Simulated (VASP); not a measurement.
# AgOs4 (Im-3m) in VASP: density of states with PBE

Aim: the density of states of AgOs4 with PBE.

All numbers are computed with VASP 6.6.1; they aren't measurements. Logs are shortened: lines on timing, memory, paths and dates and some standing lists are left out, and cuts for length are marked.

## Step 1: The cell of the first run

The structure is cubic, space group Im-3m (No. 229). The conventional cell has a = 5.698 Å, b = 5.698 Å, c = 5.698 Å, α = 90.00°, β = 90.00°, γ = 90.00°. Ag (site symmetry m-3m) has 8 Os at 2.47 Å within 3.3 Å. Within 3.3 Å of Os (site symmetry -3m) lie 2 Ag at 2.47 Å and 6 Os at 2.85 Å.

## Step 2: Density of states, PBE

POSCAR

```
AgOs4
1.0
   -2.8491607775      2.8491607775      2.8491607775
    2.8491607775     -2.8491607775      2.8491607775
    2.8491607775      2.8491607775     -2.8491607775
Ag Os
1 4
Direct
    0.0000000000      0.0000000000      0.0000000000
    0.0000000000      0.0000000000      0.5000000000
    0.5000000000      0.0000000000      0.0000000000
    0.5000000000      0.5000000000      0.5000000000
    0.0000000000      0.5000000000      0.0000000000
```

INCAR.step1

```
SYSTEM = AgOs4
  PREC = Accurate
  ENCUT = 520
  EDIFF = 1E-6
  ISMEAR = 0
  SIGMA = 0.1
  LREAL = .False.
  LASPH = .True.
  NELM = 100
  ALGO = Normal
  ISIF = 2
  LWAVE = .False.
  LCHARG = .True.
  LMAXMIX = 4
  GGA = PE
  NBANDS = 30
```

KPOINTS.step1

```
Automatic mesh
0
Gamma
  10 10 10
  0 0 0
```

INCAR.step2

```
SYSTEM = AgOs4
  PREC = Accurate
  ENCUT = 520
  EDIFF = 1E-6
  ISMEAR = -5
  SIGMA = 0.1
  LREAL = .False.
  LASPH = .True.
  NELM = 100
  ALGO = Normal
  ISIF = 2
  LWAVE = .False.
  LCHARG = .False.
  LMAXMIX = 4
  GGA = PE
  LORBIT = 11
  NEDOS = 2001
  ICHARG = 11
```

KPOINTS.step2

```
Automatic mesh
0
Gamma
  15 15 15
  0 0 0
```

Potentials or basis: VASP PAW PBE potentials, release 64 (Ag, Os).

On the command line:

```bash
> cat potpaw_PBE.64/Ag/POTCAR potpaw_PBE.64/Os/POTCAR > POTCAR
> cp INCAR.step1 INCAR
> cp KPOINTS.step1 KPOINTS
> mpirun -np 1 vasp_std > vasp.out
> cp INCAR.step2 INCAR
> cp KPOINTS.step2 KPOINTS
> mpirun -np 1 vasp_std > vasp.out
```

OUTCAR:

```text
SYSTEM = AgOs4
   PREC = Accurate
   ENCUT = 520
   EDIFF = 1E-6
   ISMEAR = -5
   LREAL = .False.
   LASPH = .True.
   NELM = 100
   ISIF = 2
   GGA = PE
   LORBIT = 11
   ICHARG = 11

 ion  position               nearest neighbor table
   1  0.000  0.000  0.000-   2 2.47   3 2.47   4 2.47   5 2.47   2 2.47   5 2.47   3 2.47   4 2.47

   2  0.000  0.000  0.500-   1 2.47   1 2.47   4 2.85   5 2.85   3 2.85   5 2.85   3 2.85   4 2.85

   3  0.500  0.000  0.000-   1 2.47   1 2.47   4 2.85   5 2.85   4 2.85   2 2.85   2 2.85   5 2.85

   4  0.500  0.500  0.500-   1 2.47   1 2.47   3 2.85   5 2.85   3 2.85   5 2.85   2 2.85   2 2.85

   5  0.000  0.500  0.000-   1 2.47   1 2.47   3 2.85   4 2.85   2 2.85   2 2.85   4 2.85   3 2.85

  LATTYP: Found a body centered cubic cell.
 ALAT       =     5.6983215550

  Lattice vectors:

 A1 = (  -2.8491607775,   2.8491607775,   2.8491607775)
 A2 = (   2.8491607775,  -2.8491607775,   2.8491607775)
 A3 = (   2.8491607775,   2.8491607775,  -2.8491607775)

Analysis of symmetry for initial positions (statically):
=====================================================================
 Subroutine PRICEL returns:
 Original cell was already a primitive cell.

 Routine SETGRP: Setting up the symmetry group for a
 body centered cubic supercell.

 Subroutine GETGRP returns: Found 48 space group operations
 (whereof 48 operations were pure point group operations)
 out of a pool of 48 trial point group operations.

The static configuration has the point symmetry O_h .

Analysis of symmetry for dynamics (positions and initial velocities):
=====================================================================
 Subroutine PRICEL returns:
 Original cell was already a primitive cell.

 Routine SETGRP: Setting up the symmetry group for a
 body centered cubic supercell.

 Subroutine GETGRP returns: Found 48 space group operations
 (whereof 48 operations were pure point group operations)
 out of a pool of 48 trial point group operations.

The dynamic configuration has the point symmetry O_h .

 Subroutine INISYM returns: Found 48 space group operations
 (whereof 48 operations are pure point group operations),
 and found     1 'primitive' translations

----------------------------------------------------------------------------------------

                                     Primitive cell

  volume of cell :      92.5147

  direct lattice vectors                    reciprocal lattice vectors
    -2.849160777  2.849160777  2.849160777     0.000000000  0.175490272  0.175490272
     2.849160777 -2.849160777  2.849160777     0.175490272  0.000000000  0.175490272
     2.849160777  2.849160777 -2.849160777     0.175490272  0.175490272  0.000000000

  length of vectors
     4.934891226  4.934891226  4.934891226     0.248180723  0.248180723  0.248180723

  position of ions in fractional coordinates (direct lattice)
     0.000000000  0.000000000  0.000000000
     0.000000000  0.000000000  0.500000000
     0.500000000  0.000000000  0.000000000
     0.500000000  0.500000000  0.500000000
     0.000000000  0.500000000  0.000000000

  ion indices of the primitive-cell ions
   primitive index   ion index
                 1           1
                 2           2
                 3           3
                 4           4
                 5           5

----------------------------------------------------------------------------------------

 KPOINTS: Automatic mesh

Automatic generation of k-mesh.
 Grid dimensions read from file:
 generate k-points for:   15   15   15

 Generating k-lattice:

  Cartesian coordinates                     Fractional coordinates (reciprocal lattice)
     0.000000000  0.011699351  0.011699351     0.066666667  0.000000000  0.000000000
     0.011699351  0.000000000  0.011699351     0.000000000  0.066666667  0.000000000
     0.011699351  0.011699351  0.000000000     0.000000000  0.000000000  0.066666667

  Length of vectors
     0.016545382  0.016545382  0.016545382

  Shift w.r.t. Gamma in fractional coordinates (k-lattice)
     0.000000000  0.000000000  0.000000000

 TETIRR: Found   3891 inequivalent tetrahedra from    20250

 Subroutine IBZKPT returns following result:
 ===========================================

 Found    120 irreducible k-points:

 Following reciprocal coordinates:
            Coordinates               Weight
  0.000000  0.000000  0.000000      1.000000
  0.066667  0.000000  0.000000     12.000000
  0.133333  0.000000  0.000000     12.000000
  0.200000  0.000000  0.000000     12.000000
  0.266667  0.000000  0.000000     12.000000
  0.333333  0.000000  0.000000     12.000000
[... 16 lines left out ...]
  0.333333  0.200000  0.000000     48.000000
  0.400000  0.200000  0.000000     24.000000
 [... further k-points ...]
   k-points           NKPTS =    120   k-points in BZ     NKDIM =    120   number of bands    NBANDS=     25
   number of dos      NEDOS =   2001   number of ions     NIONS =      5
   total plane-waves  NPLWV =  64000
   dimension x,y,z NGX =    40 NGY =   40 NGZ =   40
   dimension x,y,z NGXF=    80 NGYF=   80 NGZF=   80
   ions per type =               1   4
   NGX,Y,Z   is equivalent  to a cutoff of  13.48, 13.48, 13.48 a.u.
   NGXF,Y,Z  is equivalent  to a cutoff of  26.95, 26.95, 26.95 a.u.
 SYSTEM =  AgOs4
   PREC   = accura    normal or accurate (medium, high low for compatibility)
   ISTART =      0    job   : 0-new  1-cont  2-samecut
   ICHARG =     11    charge: 1-file 2-atom 10-const
   ISPIN  =      1    spin polarized calculation?
   LNONCOLLINEAR =      F non collinear calculations
   LSORBIT =      F    spin-orbit coupling
   LASPH  =      T    aspherical Exc in radial PAW
   ENCUT  =  520.0 eV  38.22 Ry    6.18 a.u.   9.18  9.18  9.18*2*pi/ulx,y,z
   NELM   =    100;   NELMIN=  2; NELMDL=  0     # of ELM steps
   EDIFF  = 0.1E-05   stopping-criterion for ELM
   LREAL  =      F    real-space projection
   EDIFFG = 0.1E-04   stopping-criterion for IOM
   NSW    =      0    number of steps for IOM
   IBRION =     -1    ionic relax: 0-MD 1-quasi-New 2-CG
   NFREE  =      0    steps in history (QN), initial steepest desc. (CG)
   ISIF   =      2    stress and relaxation
   ISYM   =      2    0-nonsym 1-usesym 2-fastsym
   POTIM  = 0.5000    time-step for ionic-motion
   TEBEG  =    0.0;   TEEND  =   0.0 temperature during run
   PSTRESS=    0.0 pullay stress
   NELECT =      43.0000    total number of electrons
   NUPDOWN=      -1.0000    fix difference up-down
   EMIN   =  10.00;   EMAX   =-10.00  energy-range for DOS
   EFERMI =   0.00;   METHOD = LEGACY
   ISMEAR =    -5;   SIGMA  =   0.10  broadening in eV -4-tet -1-fermi 0-gaus
   EFERMI_NEDOS =   21; number of points for ismear=-14 and -15
   IALGO  =     38    algorithm
   IMIX   =      4    mixing-type and parameters
     AMIX     =   0.40;   BMIX     =  1.00
     AMIX_MAG =   1.60;   BMIX_MAG =  1.00
  volume/ion in A,a.u.               =      18.50       124.86
  Fermi-wavevector in a.u.,A,eV,Ry     =   1.268121  2.396401 21.879949  1.608131
  Thomas-Fermi vector in A             =   2.401233
   LORBIT       =     11    0 simple, 1 ext, 2 COOP (PROOUT), +10 PAW based schemes
   GGA     = PE    functional components
   LHFCALC =     F    Hartree Fock is set to
   AEXX    =    0.0000 exact exchange contribution
   IVDW    =     0    specifies the selected vdW correction
   LEPSILON=     F    determine dielectric tensor
   LRPA    =     F    only Hartree local field effects (RPA)
 non-spin polarized calculation
 Fermi weights with tetrahedron method with Bloechl corrections
  energy-cutoff  :      520.00
  volume of cell :       92.51
 maximum number of plane-waves:      2506
 NGX is ok and might be reduce to    40

 number of electron      42.9999999 magnetization

 Free energy of the ion-electron system (eV)
  ---------------------------------------------------
  ext. energy  EPLUGINS =         0.00000000
  ---------------------------------------------------
  free energy    TOTEN  =       -35.76080368 eV

  energy without entropy =      -35.76080368  energy(sigma->0) =      -35.76080368

 E-fermi :   6.0022     XC(G=0): -12.1280

 val. band max:        6.0130769585   @ k =   0.1333   0.0667   0.0667
 cond. band min:       5.9764918450   @ k =   0.3333   0.0667   0.0000
 fundamental gap:     -0.0365851135
 Fermi energy:         6.0021568910

 k-point     1 :       0.0000    0.0000    0.0000
  band No.  band energies     occupation
      1      -2.7351      2.00000
      2      -2.0401      2.00000
      3      -2.0401      2.00000
      4      -2.0401      2.00000
      5      -1.5224      2.00000
      6      -1.5224      2.00000
[... 17 lines left out ...]
     24       7.9329      0.00000
     25       7.9329      0.00000

 k-point     2 :       0.0667    0.0000    0.0000
  band No.  band energies     occupation
      1      -2.6819      2.00000
      2      -2.0289      2.00000
      3      -2.0201      2.00000
      4      -1.9977      2.00000
      5      -1.5005      2.00000
      6      -1.4979      2.00000
[... 17 lines left out ...]
     24       7.6804      0.00000
     25       7.9363      0.00000

 k-point     3 :       0.1333    0.0000    0.0000
  band No.  band energies     occupation
      1      -2.5335      2.00000
      2      -1.9970      2.00000
      3      -1.9531      2.00000
      4      -1.8729      2.00000
      5      -1.4360      2.00000
      6      -1.4264      2.00000
[... 552 lines left out ...]
 k-point    23 :       0.3333    0.2000    0.0000
  band No.  band energies     occupation
      1      -1.8778      2.00000
      2      -1.5285      2.00000
      3      -0.9882      2.00000
      4      -0.8252      2.00000
      5      -0.7787      2.00000
      6       0.1017      2.00000
[... 17 lines left out ...]
     24       6.1282     -0.01404
     25       6.4161     -0.00204

 k-point    24 :       0.4000    0.2000    0.0000
  band No.  band energies     occupation
      1      -1.8678      2.00000
      2      -1.5152      2.00000
      3      -0.8823      2.00000
      4      -0.8034      2.00000
      5      -0.7217      2.00000
      6       0.3800      2.00000
[... 17 lines left out ...]
     24       6.1137      0.02500
     25       6.1375     -0.00426

 [... further k-points ...]

------------------------ aborting loop because EDIFF is reached ----------------------------------------

  FORCE on cell =-STRESS in cart. coord.  units (eV):
  Direction    XX          YY          ZZ          XY          YZ          ZX
  --------------------------------------------------------------------------------------
  -------------------------------------------------------------------------------------
  Total       -0.2911760     -0.2911760     -0.2911760      0.0000000      0.0000000     -0.0000000
  in kB       -5.0426082     -5.0426082     -5.0426082      0.0000000      0.0000000     -0.0000000
  external PRESSURE =      -5.0426082 kB  Pullay stress =       0.0000000 kB

 VOLUME and BASIS-vectors are now :
 -----------------------------------------------------------------------------
  energy-cutoff  :      520.00
  volume of cell :       92.51
      direct lattice vectors                 reciprocal lattice vectors
    -2.849160777  2.849160777  2.849160777     0.000000000  0.175490272  0.175490272
     2.849160777 -2.849160777  2.849160777     0.175490272  0.000000000  0.175490272
     2.849160777  2.849160777 -2.849160777     0.175490272  0.175490272  0.000000000

 POSITION                                       TOTAL-FORCE (eV/Angst)
 -----------------------------------------------------------------------------------
      0.00000      0.00000      0.00000        -0.000000      0.000000     -0.000000
      1.42458      1.42458     -1.42458         0.000000     -0.000000     -0.000000
     -1.42458      1.42458      1.42458        -0.000000      0.000000      0.000000
      1.42458      1.42458      1.42458        -0.000000      0.000000      0.000000
      1.42458     -1.42458      1.42458        -0.000000     -0.000000     -0.000000
 -----------------------------------------------------------------------------------
    total drift:                                0.000000     -0.000000      0.000000

  FREE ENERGIE OF THE ION-ELECTRON SYSTEM (eV)
  ---------------------------------------------------
  free  energy   TOTEN  =       -35.7608036832 eV

  energy  without entropy=      -35.7608036832  energy(sigma->0) =      -35.76080368

 total charge

# of ion       s       p       d       tot
------------------------------------------
    1        0.707   0.845   9.089  10.640
    2        0.614   0.427   5.899   6.941
    3        0.614   0.427   5.899   6.941
    4        0.614   0.427   5.899   6.941
    5        0.614   0.427   5.899   6.941
--------------------------------------------------
tot          3.162   2.555  32.685  38.403
```

Wall time 7.8 min (1 thread of Intel Xeon 6975P-C (Granite Rapids), shared host); peak memory 0.38 GiB.

Results:

```
Valence electrons inside the program's atomic spheres : Ag 10.64; Os 6.94
```

Levels at points of the mesh, in eV from the Fermi level:
```
           k point  band 17  band 18  band 19  band 20  band 21  band 22  band 23  band 24  band 25
(0.00, 0.00, 0.00)    -0.35     0.64     0.64     0.64     1.71     1.71     1.71     1.93     1.93
```

Caveat: the bands computed are all filled at some k points, so no gap is given; spin-orbit coupling is left out, which moves the levels of the heavy elements.
